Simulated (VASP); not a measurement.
Runs of VASP 6.6.1 on TlPb2. The structure is that of space group Fd-3m (No. 227), or close to it. The cells are those of the table. 

```csv
level,cell,k mesh,gap on the mesh (eV),pressure (GPa)
PBE,"a = 6.421 Å, angles 60.0°, 6 atoms",8 × 8 × 8,none,3.5
PBE,"a = 6.559 Å, angles 60.0°, 6 atoms",8 × 8 × 8,none,(b)
r2SCAN,"a = 6.626 Å, angles 60.0°, 6 atoms",8 × 8 × 8,none,-1.0
PBE,"a = 6.626 Å, angles 60.0°, 6 atoms",4 × 4 × 4,none,0.0
PBE,"a = 6.349 Å, angles 60.0°, 6 atoms",8 × 8 × 8,none,(a)
PBE,"a = 6.490 Å, angles 60.0°, 6 atoms",8 × 8 × 8,none,2.1
```

Alike in all rows: task single point; potentials or basis VASP PAW PBE potentials, release 64 (Tl_d, Pb_d); no spin polarisation; cutoff (eV) 520; smearing gaussian 0.1 eV.

Problem. Fill in the values left out.

Solution. (a) 5.2; (b) 0.9.

Caveats: spin-orbit coupling is left out, which moves the levels of the heavy elements; the cell stands under pressure (at least some runs); the PAW data sets were made with another functional, which shifts forces and pressure a little (at least some runs).

A k mesh can miss the band edges, and the runs leave out spin-orbit coupling on Pb, Tl.

A gap of «none» marks levels without a gap at the run's occupations.
